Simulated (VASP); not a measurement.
Be4S, 5 atoms in the cell. Symmetry: Pm-3m, No. 221, cubic system. Conventional cell: a = 4.009 Å, b = 4.009 Å, c = 4.009 Å, α = 90.00°, β = 90.00°, γ = 90.00°. Be (site symmetry 4/mmm) has 2 S at 2.00 Å within 2.7 Å. Within 3.7 Å of Be (site symmetry m-3m) lie 12 Be at 2.84 Å and 8 S at 3.47 Å. Within 2.7 Å of S (site symmetry m-3m) lie 6 Be at 2.00 Å. The cell was built from a structure type or drawn by symmetry, and may not be a known phase.

| Quantity | Value |
| --- | --- |
| Program | VASP 6.6.1 |
| Task | relaxation of cell and atoms |
| Functional | PBE |
| Potentials or basis | VASP PAW PBE potentials, release 64 (Be, S) |
| Cutoff | 600 eV |
| k mesh | 4 × 4 × 4 |
| Occupations | gaussian, width 0.1 eV |
| Spin | no spin polarisation |
| Dipole correction | no |
| Further INCAR settings | ALGO = Normal; EDIFF = 1e-07; IBRION = 2; EDIFFG = -0.04; NSW = 90; ISIF = 3 |

Potentials or basis: VASP PAW PBE potentials, release 64 (Be, S).

Run with:

```bash
$ cat potpaw_PBE.64/Be/POTCAR potpaw_PBE.64/S/POTCAR > POTCAR
$ mpirun -np 1 vasp_std > vasp.out
```

Hardware: 1 thread of Intel(R) Xeon(R) Platinum 8259CL CPU @ 2.50GHz (Skylake/Cascade Lake) (shared host).

Problem. Estimate the wall time of this run.

Solution. Run time: 16 s on 1 thread of Intel(R) Xeon(R) Platinum 8259CL CPU @ 2.50GHz (Skylake/Cascade Lake) (shared host), peak memory 0.17 GiB. Counts: scf iterations 23, k points 10, ion steps 2.
